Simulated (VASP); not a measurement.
# C in VASP: notebook

Runs on C. Level: r2SCAN. Tasks: single point, relaxation of shape and atoms at fixed volume.

Program: VASP 6.6.1. These are calculated values, not measurements. Logs are shortened: lines on timing, memory, paths and dates and some standing lists are left out, and cuts for length are marked.

## Step 1: The cell of the first run

It takes space group C2/m (No. 12, monoclinic). The conventional cell has a = 2.456 Å, b = 4.253 Å, c = 3.741 Å, α = 90.00°, β = 108.01°, γ = 90.00°. C (site symmetry 2) has 3 C at 1.42 Å within 1.9 Å.

## Step 2: Single point, r2SCAN (shear of c along a, cell held: +2.0 %, then relaxed in part)

Input file POSCAR:

```
C
1.0
    2.4562483219      0.0000000000      0.0000000000
    0.0000000000      4.2529223358      0.0000000000
    0.1423110663      0.0000000000      7.1155533152
C
8
Direct
    0.4999912279      0.4166461236      0.7500696086
    0.5000087721      0.9166461236      0.2499303914
    0.5000087721      0.5833538764      0.2499303914
    0.4999912279      0.0833538764      0.7500696086
   -0.0000087721      0.9166461236      0.7500696086
    0.0000087721      0.4166461236      0.2499303914
    0.0000087721      0.0833538764      0.2499303914
   -0.0000087721      0.5833538764      0.7500696086
```

Input file INCAR.step1:

```
ALGO = Normal
EDIFF = 1E-4
ENCUT = 520
GGA = PE
ISMEAR = 0
LASPH = True
LCHARG = False
LREAL = False
LWAVE = True
NBANDS = 26
NELM = 80
PREC = Accurate
SIGMA = 0.1
```

Input file INCAR.step2:

```
ALGO = Normal
EDIFF = 1E-6
ENCUT = 520
ISIF = 2
ISMEAR = 0
ISTART = 1
LASPH = True
LCHARG = False
LMIXTAU = True
LREAL = False
LWAVE = False
METAGGA = R2SCAN
NBANDS = 26
NELM = 80
PREC = Accurate
SIGMA = 0.1
```

Input file KPOINTS:

```
k-points
0
Gamma
  14 8 6
```

Potentials or basis: VASP PAW PBE potentials, release 64 (C).

The run is started by

```sh
cat potpaw_PBE.64/C/POTCAR > POTCAR
cp INCAR.step1 INCAR
mpirun -np 1 vasp_std > vasp.out
cp INCAR.step2 INCAR
mpirun -np 1 vasp_std > vasp.out
```

OUTCAR:

```text
EDIFF = 1E-6
   ENCUT = 520
   ISIF = 2
   ISMEAR = 0
   ISTART = 1
   LASPH = True
   LREAL = False
   METAGGA = R2SCAN
   NELM = 80
   PREC = Accurate

 ion  position               nearest neighbor table
   1  0.500  0.417  0.750-   4 1.42   8 1.42   8 1.42
   2  0.500  0.917  0.250-   3 1.42   7 1.42   7 1.42
   3  0.500  0.583  0.250-   2 1.42   6 1.42   6 1.42
   4  0.500  0.083  0.750-   1 1.42   5 1.42   5 1.42
   5  1.000  0.917  0.750-   8 1.42   4 1.42   4 1.42
   6  0.000  0.417  0.250-   7 1.42   3 1.42   3 1.42
   7  0.000  0.083  0.250-   6 1.42   2 1.42   2 1.42
   8  1.000  0.583  0.750-   5 1.42   1 1.42   1 1.42

  LATTYP: Found a simple monoclinic cell.
 ALAT       =     2.4562483219
 B/A-ratio  =     1.7314708362
 C/A-ratio  =     2.8974986853
 COS(beta)  =    -0.0199960012

  Lattice vectors:

 A1 = (   2.4562483219,   0.0000000000,   0.0000000000)
 A2 = (   0.0000000000,  -4.2529223358,   0.0000000000)
 A3 = (  -0.1423110663,   0.0000000000,  -7.1155533152)

Analysis of symmetry for initial positions (statically):
=====================================================================
 Subroutine PRICEL returns following result:

  LATTYP: Found a base centered monoclinic cell.
 ALAT       =     2.4562483219
 B/A-ratio  =     1.7314708362
 C/A-ratio  =     2.8974986853
 COS(beta)  =    -0.0199960012

  Lattice vectors:

 A1 = (  -1.2281241609,   2.1264611679,   0.0000000000)
 A2 = (  -1.2281241609,  -2.1264611679,   0.0000000000)
 A3 = (   0.1423110663,   0.0000000000,   7.1155533152)

   2 primitive cells build up your supercell.

 Routine SETGRP: Setting up the symmetry group for a
 simple monoclinic supercell.

 Subroutine GETGRP returns: Found  4 space group operations
 (whereof  2 operations were pure point group operations)
 out of a pool of  4 trial point group operations.

The static configuration has the point symmetry S_2 .
 The point group associated with its full space group is C_2h.

Analysis of symmetry for dynamics (positions and initial velocities):
=====================================================================
 Subroutine PRICEL returns following result:

  LATTYP: Found a base centered monoclinic cell.
 ALAT       =     2.4562483219
 B/A-ratio  =     1.7314708362
 C/A-ratio  =     2.8974986853
 COS(beta)  =    -0.0199960012

  Lattice vectors:

 A1 = (  -1.2281241609,   2.1264611679,   0.0000000000)
 A2 = (  -1.2281241609,  -2.1264611679,   0.0000000000)
 A3 = (   0.1423110663,   0.0000000000,   7.1155533152)

   2 primitive cells build up your supercell.

 Routine SETGRP: Setting up the symmetry group for a
 simple monoclinic supercell.

 Subroutine GETGRP returns: Found  4 space group operations
 (whereof  2 operations were pure point group operations)
 out of a pool of  4 trial point group operations.

The dynamic configuration has the point symmetry S_2 .
 The point group associated with its full space group is C_2h.

 Subroutine INISYM returns: Found  4 space group operations
 (whereof  2 operations are pure point group operations),
 and found     2 'primitive' translations

----------------------------------------------------------------------------------------

                                     Primitive cell

  volume of cell :      37.1654

  direct lattice vectors                    reciprocal lattice vectors
    -1.228124161  2.126461168  0.000000000    -0.407124960  0.235132439  0.008142499
    -1.228124161 -2.126461168  0.000000000    -0.407124960 -0.235132439  0.008142499
     0.142311066  0.000000000  7.115553315     0.000000000  0.000000000  0.140537209

  length of vectors
     2.455631498  2.455631498  7.116976284     0.470217287  0.470217287  0.140537209

  position of ions in fractional coordinates (direct lattice)
     0.916654896  0.083362648  0.750069609
     0.416637352  0.583345104  0.249930391
     0.083345104  0.916637352  0.249930391
     0.583362648  0.416654896  0.750069609

  ion indices of the primitive-cell ions
   primitive index   ion index
                 1           1
                 2           6
                 3           3
                 4           4

----------------------------------------------------------------------------------------

 KPOINTS: k-points

Automatic generation of k-mesh.
 Grid dimensions read from file:
 generate k-points for:   14    8    6

 Generating k-lattice:

  Cartesian coordinates                     Fractional coordinates (reciprocal lattice)
     0.029080354  0.000000000 -0.000581607     0.071428571  0.000000000 -0.000000000
     0.000000000  0.029391555  0.000000000     0.000000000  0.125000000  0.000000000
     0.000000000  0.000000000  0.023422868     0.000000000  0.000000000  0.166666667

  Length of vectors
     0.029086170  0.029391555  0.023422868

  Shift w.r.t. Gamma in fractional coordinates (k-lattice)
     0.000000000  0.000000000  0.000000000

 Subroutine IBZKPT returns following result:
 ===========================================

 Found    220 irreducible k-points:

 Following reciprocal coordinates:
            Coordinates               Weight
  0.000000  0.000000  0.000000      1.000000
  0.071429  0.000000  0.000000      2.000000
  0.142857  0.000000 -0.000000      2.000000
  0.214286  0.000000 -0.000000      2.000000
  0.285714  0.000000  0.000000      2.000000
  0.357143  0.000000  0.000000      2.000000
[... 16 lines left out ...]
  0.428571  0.250000 -0.000000      4.000000
  0.500000  0.250000 -0.000000      2.000000
 [... further k-points ...]
   k-points           NKPTS =    220   k-points in BZ     NKDIM =    220   number of bands    NBANDS=     26
   number of dos      NEDOS =    301   number of ions     NIONS =      8
   total plane-waves  NPLWV =  31104
   dimension x,y,z NGX =    18 NGY =   32 NGZ =   54
   dimension x,y,z NGXF=    36 NGYF=   64 NGZF=  108
   ions per type =               8
   NGX,Y,Z   is equivalent  to a cutoff of  12.18, 12.51, 12.61 a.u.
   NGXF,Y,Z  is equivalent  to a cutoff of  24.37, 25.02, 25.23 a.u.
 SYSTEM =  unknown system
   PREC   = accura    normal or accurate (medium, high low for compatibility)
   ISTART =      1    job   : 0-new  1-cont  2-samecut
   ICHARG =      0    charge: 1-file 2-atom 10-const
   ISPIN  =      1    spin polarized calculation?
   LNONCOLLINEAR =      F non collinear calculations
   LSORBIT =      F    spin-orbit coupling
   LASPH  =      T    aspherical Exc in radial PAW
   ENCUT  =  520.0 eV  38.22 Ry    6.18 a.u.   4.57  7.91 13.23*2*pi/ulx,y,z
   NELM   =     80;   NELMIN=  2; NELMDL=  0     # of ELM steps
   EDIFF  = 0.1E-05   stopping-criterion for ELM
   LREAL  =      F    real-space projection
   EDIFFG = 0.1E-04   stopping-criterion for IOM
   NSW    =      0    number of steps for IOM
   IBRION =     -1    ionic relax: 0-MD 1-quasi-New 2-CG
   NFREE  =      0    steps in history (QN), initial steepest desc. (CG)
   ISIF   =      2    stress and relaxation
   ISYM   =      2    0-nonsym 1-usesym 2-fastsym
   POTIM  = 0.5000    time-step for ionic-motion
   TEBEG  =    0.0;   TEEND  =   0.0 temperature during run
   PSTRESS=    0.0 pullay stress
   NELECT =      32.0000    total number of electrons
   NUPDOWN=      -1.0000    fix difference up-down
   EMIN   =  10.00;   EMAX   =-10.00  energy-range for DOS
   EFERMI =   0.00;   METHOD = LEGACY
   ISMEAR =     0;   SIGMA  =   0.10  broadening in eV -4-tet -1-fermi 0-gaus
   EFERMI_NEDOS =   21; number of points for ismear=-14 and -15
   IALGO  =     38    algorithm
   IMIX   =      4    mixing-type and parameters
     AMIX     =   0.40;   BMIX     =  1.00
     AMIX_MAG =   1.60;   BMIX_MAG =  1.00
  volume/ion in A,a.u.               =       9.29        62.70
  Fermi-wavevector in a.u.,A,eV,Ry     =   1.236143  2.335971 20.790374  1.528049
  Thomas-Fermi vector in A             =   2.370764
   LORBIT       =      0    0 simple, 1 ext, 2 COOP (PROOUT), +10 PAW based schemes
   METAGGA = R2SCAN    functional components
   LHFCALC =     F    Hartree Fock is set to
   AEXX    =    0.0000 exact exchange contribution
   IVDW    =     0    specifies the selected vdW correction
   LEPSILON=     F    determine dielectric tensor
   LRPA    =     F    only Hartree local field effects (RPA)
 non-spin polarized calculation
 Gauss-broadening in eV      SIGMA  =   0.10
  energy-cutoff  :      520.00
  volume of cell :       74.33
 maximum number of plane-waves:      2036
   NGX =  9   NGY = 15   NGZ = 27

 number of electron      32.0000007 magnetization

 Free energy of the ion-electron system (eV)
  ---------------------------------------------------
  ext. energy  EPLUGINS =         0.00000000
  ---------------------------------------------------
  free energy    TOTEN  =       -79.49412172 eV

  energy without entropy =      -79.49313803  energy(sigma->0) =      -79.49362988

 E-fermi :   4.1019     XC(G=0): -10.7230

 val. band max:        4.1000945274   @ k =   0.3571   0.0000   0.0000
 cond. band min:       4.1449564357   @ k =   0.3571   0.0000   0.1667
 fundamental gap:      0.0448619083
 Fermi energy:         4.1019467520

 k-point     1 :       0.0000    0.0000    0.0000
  band No.  band energies     occupation
      1     -16.7460      2.00000
      2     -16.5609      2.00000
      3     -11.1885      2.00000
      4     -11.0514      2.00000
      5      -9.9499      2.00000
      6      -9.8427      2.00000
[... 18 lines left out ...]
     25      12.9476      0.00000
     26      13.8617      0.00000

 k-point     2 :       0.0714    0.0000    0.0000
  band No.  band energies     occupation
      1     -16.6493      2.00000
      2     -16.4653      2.00000
      3     -11.1044      2.00000
      4     -10.9684      2.00000
      5      -9.8703      2.00000
      6      -9.7647      2.00000
[... 18 lines left out ...]
     25      13.3500      0.00000
[... 608 lines left out ...]
     25      14.6506      0.00000
     26      15.8707      0.00000

 k-point    24 :       0.5000    0.2500   -0.0000
  band No.  band energies     occupation
      1     -11.8237      2.00000
      2     -11.8237      2.00000
      3     -11.7001      2.00000
      4     -11.7001      2.00000
      5      -8.6790      2.00000
      6      -8.6790      2.00000
[... 18 lines left out ...]
     25      14.3393      0.00000
     26      14.3393      0.00000

 [... further k-points ...]

------------------------ aborting loop because EDIFF is reached ----------------------------------------

  FORCE on cell =-STRESS in cart. coord.  units (eV):
  Direction    XX          YY          ZZ          XY          YZ          ZX
  --------------------------------------------------------------------------------------
  -------------------------------------------------------------------------------------
  Total        0.5285162      0.4023559     -0.0123415      0.0000000      0.0000000     -0.0431569
  in kB       11.3920123      8.6726644     -0.2660179      0.0000000      0.0000000     -0.9302340
  external PRESSURE =       6.5995530 kB  Pullay stress =       0.0000000 kB

 VOLUME and BASIS-vectors are now :
 -----------------------------------------------------------------------------
  energy-cutoff  :      520.00
  volume of cell :       74.33
      direct lattice vectors                 reciprocal lattice vectors
     2.456248322  0.000000000  0.000000000     0.407124960  0.000000000 -0.008142499
     0.000000000  4.252922336  0.000000000     0.000000000  0.235132439  0.000000000
     0.142311066  0.000000000  7.115553315     0.000000000  0.000000000  0.140537209

 POSITION                                       TOTAL-FORCE (eV/Angst)
 -----------------------------------------------------------------------------------
      1.33485      1.77196      5.33716         0.000011     -0.004692     -0.000193
      1.26371      3.89842      1.77839        -0.000011     -0.004692      0.000193
      1.26371      2.48096      1.77839        -0.000011      0.004692      0.000193
      1.33485      0.35450      5.33716         0.000011      0.004692     -0.000193
      2.56297      3.89842      5.33716         0.000011     -0.004692     -0.000193
      0.03559      1.77196      1.77839        -0.000011     -0.004692      0.000193
      0.03559      0.35450      1.77839        -0.000011      0.004692      0.000193
      2.56297      2.48096      5.33716         0.000011      0.004692     -0.000193
 -----------------------------------------------------------------------------------
    total drift:                                0.000000     -0.000000      0.000000

  FREE ENERGIE OF THE ION-ELECTRON SYSTEM (eV)
  ---------------------------------------------------
  free  energy   TOTEN  =       -79.4941217186 eV

  energy  without entropy=      -79.4931380324  energy(sigma->0) =      -79.49362988
```

Run time: 13 min. Hardware: 1 thread of Intel Xeon 6975P-C (Granite Rapids), shared host; peak memory 0.37 GiB.

Results:

```yaml
Free_energy: -79.4941 eV
Pressure: 0.7 GPa
Largest_force: 0.005 eV/Å
```

Forces on the atoms (eV/Å):
```
C    0.000 -0.005  0.000
C    0.000 -0.005  0.000
C    0.000  0.005  0.000
C    0.000  0.005  0.000
C    0.000 -0.005  0.000
C    0.000 -0.005  0.000
C    0.000  0.005  0.000
C    0.000  0.005  0.000
```

Levels at points of the mesh, in eV from the Fermi level:
```csv
k point,band 13,band 14,band 15,band 16,band 17,band 18,band 19,band 20
"(0.00, 0.00, 0.00)",-3.12,-3.11,-2.94,-1.88,1.28,2.54,4.03,7.73
"(0.50, 0.00, 0.00)",-3.36,-3.36,-2.30,-2.30,2.71,2.71,3.59,3.59
"(0.00, 0.50, 0.00)",-5.29,-5.29,-5.27,-5.27,5.94,5.94,7.67,7.67
"(0.50, 0.50, 0.00)",-2.50,-2.50,-2.50,-2.50,2.00,2.00,2.00,2.00
"(0.00, 0.00, 0.50)",-3.12,-3.12,-2.44,-2.44,1.85,1.86,6.35,6.35
"(0.50, 0.00, 0.50)",-2.91,-2.91,-2.80,-2.80,3.09,3.09,3.17,3.17
"(0.00, 0.50, 0.50)",-5.28,-5.28,-5.28,-5.28,7.75,7.75,7.75,7.75
"(0.50, 0.50, 0.50)",-2.50,-2.50,-2.40,-2.40,1.80,1.80,1.92,1.92
```

Caveat: the cell differs from its parent crystal (shear of c along a, cell held: +2.0 %, then relaxed in part); the PAW data sets were made with another functional, which shifts forces and pressure a little.

## Step 3: Relaxation of shape and atoms at fixed volume, r2SCAN (9.01 Å³/atom)

Input file POSCAR:

```
C
1.0
    1.2157180208     -2.1049803007      0.0000000000
    1.2157180208      2.1049803007      0.0000000000
    0.0000000000      0.0000000000      7.0436743676
C
4
Direct
    0.0833249867      0.9166750133      0.7499220174
    0.5833249867      0.4166750133      0.2500779826
    0.9166750133      0.0833249867      0.2500779826
    0.4166750133      0.5833249867      0.7499220174
```

Input file INCAR.step1:

```
SYSTEM = C
  PREC = Accurate
  ENCUT = 600
  ISMEAR = 0
  SIGMA = 0.1
  LREAL = .FALSE.
  LASPH = .TRUE.
  NELM = 80
  GGA = PE
  ALGO = Normal
  EDIFF = 1E-4
  LWAVE = .TRUE.
  LCHARG = .FALSE.
```

Input file INCAR.step2:

```
SYSTEM = C
  PREC = Accurate
  ENCUT = 600
  EDIFF = 1E-7
  ISMEAR = 0
  SIGMA = 0.1
  LREAL = .FALSE.
  LASPH = .TRUE.
  NELM = 80
  ALGO = Normal
  ISIF = 4
  LWAVE = .FALSE.
  LCHARG = .FALSE.
  METAGGA = R2SCAN
  LMIXTAU = .TRUE.
  IBRION = 2
  NSW = 50
  EDIFFG = -0.01
  ISTART = 1
```

Input file KPOINTS:

```
regular mesh
0
G
  18 18 6
  0 0 0
```

Potentials or basis: VASP PAW PBE potentials, release 64 (C).

The run is started by

```sh
cat potpaw_PBE.64/C/POTCAR > POTCAR
cp INCAR.step1 INCAR
mpirun -np 1 vasp_std > vasp.out
cp INCAR.step2 INCAR
mpirun -np 1 vasp_std > vasp.out
```

Run time: 31 min. Hardware: 1 thread of Oxide Virtual Turin-like, shared host; peak memory 0.24 GiB.

It converged, with:

| Property | Result |
| --- | --- |
| Free energy | -39.7576 eV |
| Energy gained by relaxing | 7.8 meV/atom |
| Ionic steps | 3 |
| Pressure after relaxing | 0.4 GPa |
| Largest force after relaxing | 0.004 eV/Å |

Forces in eV/Å, atoms in the order of the input:
```
C    0.000 -0.004  0.000
C    0.000 -0.004  0.000
C    0.000  0.004  0.000
C    0.000  0.004  0.000
```

The path:
| step | energy change (eV) | largest force (eV/Å) | pressure (GPa) | volume (Å³) |
| --- | --- | --- | --- | --- |
| 1 | 0.0000 | 0.0010 | 8.90 | 36.05 |
| 2 | -0.0297 | 0.0045 | -1.53 | 36.05 |
| 3 | -0.0314 | 0.0035 | 0.36 | 36.05 |

Final structure:
```
C
1.0
     1.22819   -2.12654    0.00000
     1.22819    2.12654    0.00000
     0.00000    0.00000    6.90143
C
4
Direct
  0.08332 0.91668 0.74992
  0.58332 0.41668 0.25008
  0.91668 0.08332 0.25008
  0.41668 0.58332 0.74992
```

Levels at points of the mesh, in eV from the Fermi level:
```
           k point  band 4  band 5  band 6  band 7  band 8  band 9  band 10  band 11  band 12
(0.00, 0.00, 0.00)   -7.19   -3.22   -3.20   -3.19   -3.19    4.19     8.70     8.73     8.75
(0.50, 0.00, 0.00)  -14.07   -6.81   -6.81   -2.60   -2.60    1.96     1.96     7.78     7.78
(0.50, 0.50, 0.00)  -14.01   -6.84   -6.80   -3.13   -1.85    1.10     2.56     7.60     7.94
(0.00, 0.00, 0.50)   -8.14   -3.20   -3.20   -3.20   -3.20    6.74     6.74     8.74     8.74
(0.50, 0.00, 0.50)  -14.08   -6.81   -6.81   -2.53   -2.53    1.77     1.77     7.78     7.78
(0.50, 0.50, 0.50)  -14.08   -6.82   -6.82   -2.53   -2.53    1.77     1.77     7.77     7.77
```

Caveat: the PAW data sets were made with another functional, which shifts forces and pressure a little.
